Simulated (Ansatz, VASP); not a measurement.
Given: the input of a run of VASP 6.6.1 on In3As.

The input INCAR:

```
ALGO     = Fast           # electronic algorithm
EDIFF    = 1E-7           # SCF threshold, eV
ENCUT    = 520            # plane-wave cutoff, eV
ISIF     = 2              # what is computed and relaxed
ISMEAR   = -1             # smearing method
LASPH    = True           # aspherical terms in the spheres
LCHARG   = False          # write CHGCAR
LREAL    = False          # projectors in reciprocal space
LWAVE    = False          # write WAVECAR
NBANDS   = 30             # bands
NELM     = 60             # most SCF steps
PREC     = Accurate       # precision mode
SIGMA    = 0.05           # smearing width, eV
```

KPOINTS

```
k-points
0
Gamma
  6 6 6
```

POSCAR

```
In3As
1.0
    4.5763138120      0.0000000000      0.0000000000
    0.0000000000      4.5763138120      0.0000000000
    0.0000000000      0.0000000000      4.5763138120
In As
3 1
Direct
    0.5000000000      0.5000000000      0.0000000000
    0.5000000000      0.0000000000      0.5000000000
    0.0000000000      0.5000000000      0.5000000000
    0.0000000000      0.0000000000      0.0000000000
```

Potentials or basis: VASP PAW LDA potentials, release 64 (In_d, As).

The run is started by

```console
$ cat potpaw_LDA.64/In_d/POTCAR potpaw_LDA.64/As/POTCAR > POTCAR
$ mpirun -np 1 vasp_std > vasp.out
```

Question: Set up the same calculation for Ansatz 0.2.0. Potentials there: all-electron LAPW, scalar-relativistic.

Answer: As run (the cutoff follows the program's own potentials):

Contents of input.yaml:

```yaml
crystal:
  lattice:
    - [4.576313812, 0.0, 0.0]
    - [0.0, 4.576313812, 0.0]
    - [0.0, 0.0, 4.576313812]
  atoms:
    - { symbol: In, position: [0.5, 0.5, 0.0] }
    - { symbol: In, position: [0.5, 0.0, 0.5] }
    - { symbol: In, position: [0.0, 0.5, 0.5] }
    - { symbol: As, position: [0.0, 0.0, 0.0] }
kpoints:
  mp_grid: { grid: [6, 6, 6] }
scf:
  occupations: { method: fermi_dirac, width: 0.05 }
hamiltonian:
  xc: lda
  pseudopotentials: { kind: all_electron, lapw: { basis_error: 0.002 } }
output:
  forces: true
  stress: true
  eigenvalues: true
```

Potentials or basis: all-electron LAPW, scalar-relativistic.

Command:

```console
$ ansatz run input.yaml --threads 2 --pin off --max-ram 8192MiB --backend cpu --events-out ev --progress --plain --runs-dir out
```

Both were run:

|  | VASP | Ansatz | Ansatz less VASP |
| --- | --- | --- | --- |
| gap on the k mesh at the Fermi level (eV) | none | none | - |
| pressure (GPa) | -1.3 | -1.3 | -0.03 |

LDA's correlation is that of Perdew and Zunger in VASP and of Perdew and Wang (1992) in Ansatz. A gap of «none» marks a metal or a gap that the smearing closes. Ansatz ran all-electron here, and VASP with PAW potentials.
